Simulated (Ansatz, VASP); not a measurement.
## Co: VASP beside Ansatz

File POSCAR:

```
Co
1.0
    2.5204827983      0.0000000000      0.0000000000
   -1.2602413992      2.1828021331      0.0000000000
    0.0000000000      0.0000000000      4.1000100648
Co
2
Direct
    0.6666666667      0.3333333333      0.7500000000
    0.3333333333      0.6666666667      0.2500000000
```

File INCAR.step1:

```
SYSTEM = Co
PREC = Accurate
ENCUT = 520
ISMEAR = -1
SIGMA = 0.05
LREAL = .FALSE.
LASPH = .TRUE.
NELM = 150
ISPIN = 2
MAGMOM = 2 2
LMAXMIX = 4
NBANDS = 20
GGA = PE
ALGO = Normal
EDIFF = 1E-4
LWAVE = .TRUE.
LCHARG = .FALSE.
```

The input INCAR.step2:

```
SYSTEM = Co
PREC = Accurate
ENCUT = 520
EDIFF = 1E-6
ISMEAR = -1
SIGMA = 0.05
LREAL = .FALSE.
LASPH = .TRUE.
NELM = 150
ALGO = Normal
ISIF = 2
LWAVE = .FALSE.
LCHARG = .FALSE.
ISPIN = 2
MAGMOM = 2 2
LORBIT = 11
LMAXMIX = 4
METAGGA = R2SCAN
LMIXTAU = .TRUE.
NBANDS = 20
ISTART = 1
```

The input KPOINTS:

```
Automatic mesh
0
G
  12 12 7
  0 0 0
```

The input input.yaml:

```yaml
crystal:
  lattice:
    - [2.5204827983, 0.0, 0.0]
    - [-1.2602413992, 2.1828021331, 0.0]
    - [0.0, 0.0, 4.1000100648]
  atoms:
    - { symbol: Co, position: [0.6666666667, 0.3333333333, 0.75], spin: 2.0 }
    - { symbol: Co, position: [0.3333333333, 0.6666666667, 0.25], spin: 2.0 }
hamiltonian:
  xc: r2scan
  pseudopotentials: { kind: paw }
magnetization:
  spin_polarized: true
kpoints:
  mp_grid: { grid: [12, 12, 7] }
scf:
  occupations: { method: fermi_dirac, width: 0.05 }
output:
  forces: true
  stress: true
  eigenvalues: true
  write_density: true
  write_potential: true
  elf: true
  volumetric_format: npy
```

Alike in both runs: task single point; functional r2SCAN; k mesh 12 × 12 × 7; occupations fermi-dirac, width 0.05 eV; collinear spin.

|  | VASP | Ansatz |
| --- | --- | --- |
| version | VASP 6.6.1 | Ansatz 0.2.0 |
| potentials or method | VASP PAW PBE potentials, release 64 (Co) | Ansatz PAW |
| plane-wave cutoff (eV) | 520 | 500 |
| valence electrons in the cell | 18 | 34 |

Ansatz gave:

| Item | Value |
| --- | --- |
| gap on the k mesh at the Fermi level (eV) | none |
| pressure (GPa) | -12.0 |
| traceless stress, the component that is largest in VASP (GPa) | 1.00 |
| net moment per atom (μB) | 1.80 |
| size of the moment on the site where the two differ most (μB) | 1.94 |

Q: What did VASP give for the same quantities?

A: gap on the k mesh at the Fermi level (eV): none; pressure (GPa): -11.9; traceless stress, the component that is largest in VASP (GPa): 0.91; net moment per atom (μB): 1.79; size of the moment on the site where the two differ most (μB): 1.87.

VASP's potentials were made for PBE, not for r2SCAN. Site moments also hang on the region over which each program counts them. A gap of «none» marks a metal or a gap that the smearing closes. VASP's potentials hold 18 valence electrons a cell and Ansatz's 34, so a difference there can come from the potentials and not from the codes.

Noted on Ansatz's run: the magnetic or orbital state may not be the lowest.
